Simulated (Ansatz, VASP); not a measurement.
Ti in VASP and in Ansatz

```xyz
2
Lattice="2.9012 0.0000 0.0000 -1.4506 2.5125 0.0000 0.0000 0.0000 4.5941" Properties=species:S:1:pos:R:3 pbc="T T T"
Ti    0.0000    1.6750    1.1485
Ti    1.4506    0.8375    3.4456
```

Alike in both runs: functional PBEsol; k mesh 14 × 14 × 8; occupations fermi-dirac, width 0.1 eV; no spin polarisation.

Ansatz relaxed the structure, and its values are those at the end. VASP's run is a single point on that final structure, the one shown.

|  | VASP | Ansatz |
| --- | --- | --- |
| version | VASP 6.6.1 | Ansatz 0.2.0 |
| potentials or method | VASP PAW PBE potentials, release 64 (Ti_sv) | PAW with Ansatz's default frozen-core files, scalar-relativistic |
| plane-wave cutoff (eV) | 520 | 420 |
| valence electrons in the cell | 24 | 24 |

Ansatz gave:

- pressure (GPa): 0.0

Question: Estimate VASP's values.

Answer: Pressure (GPa): -0.2.

VASP's potentials were made for PBE, not for PBEsol. With one functional, cell and mesh, what is left measures potentials, basis and numerics.
